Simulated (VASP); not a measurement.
Runs of VASP 6.6.1 on Li2S. The structure is that of space group Fm-3m (No. 225), or close to it. The cells are those of the table. 

| level | cell | k mesh | cutoff (eV) | smearing | grid for exact exchange (PRECFOCK) | share of exact exchange | screening parameter | gap on the mesh (eV) | pressure (GPa) |
| --- | --- | --- | --- | --- | --- | --- | --- | --- | --- |
| PBE | a = 4.024, b = 4.044, c = 4.044 Å, angles 59.7, 60.2, 60.2°, 3 atoms | 8 × 8 × 8 | 750 | fermi-dirac 0.02 eV | - | - | - | 3.37 | -0.3 |
| r2SCAN | a = 4.024, b = 4.044, c = 4.044 Å, angles 59.7, 60.2, 60.2°, 3 atoms | 8 × 8 × 8 | 830 | gaussian 0.01 eV | - | - | - | 3.84 | (b) |
| HSE06 | a = 4.129 Å, angles 60.0°, 3 atoms | 6 × 6 × 6 | 650 | gaussian 0.01 eV | Normal | 0.25 | 0.2079 1/Å | (a) | -3.3 |
| PBE | a = 4.129 Å, angles 60.0°, 3 atoms | 8 × 8 × 8 | 750 | fermi-dirac 0.02 eV | - | - | - | 3.42 | -2.7 |
| r2SCAN | a = 4.129 Å, angles 60.0°, 3 atoms | 8 × 8 × 8 | 830 | gaussian 0.01 eV | - | - | - | 3.89 | -3.1 |

Alike in all rows: task single point; potentials or basis VASP PAW PBE potentials, release 64 (Li_sv, S); no spin polarisation.

Question: Fill in the values left out.

Answer: (a) 4.36; (b) -0.6.

Caveats: the PAW data sets were made with another functional, which shifts forces and pressure a little (at least some runs); the cell stands under tension (at least some runs).

A k mesh can miss the band edges.
